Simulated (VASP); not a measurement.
I, 1 atom in the cell. The structure is tetragonal, space group I4/mmm (No. 139). The conventional cell has a = 3.285 Å, b = 3.285 Å, c = 8.533 Å, α = 90.00°, β = 90.00°, γ = 90.00°. I (site symmetry 4/mmm) has 4 I at 3.28 Å within 4.3 Å.  This cell differs from its parent crystal: strained.

* Program: VASP 6.6.1
* Task: single point
* Functional: PBE
* Potentials or basis: VASP PAW PBE potentials, release 64 (I)
* Cutoff: 520 eV
* k mesh: 18 × 18 × 18
* Occupations: gaussian, width 0.1 eV
* Spin: no spin polarisation
* Dipole correction: no
* Further INCAR settings: ALGO = Normal; EDIFF = 1e-06; NBANDS = 10

Potentials or basis: VASP PAW PBE potentials, release 64 (I).

The run is started by

```bash
$ cat potpaw_PBE.64/I/POTCAR > POTCAR
$ mpirun -np 1 vasp_std > vasp.out
```

Hardware: 1 thread of AMD EPYC 7R13, with other jobs on the host.

Task: Estimate the wall time of this run.

Result: Run time: 6.5 min on 1 thread of AMD EPYC 7R13, with other jobs on the host, peak memory 0.33 GiB. Counts: scf iterations 11, k points 480.
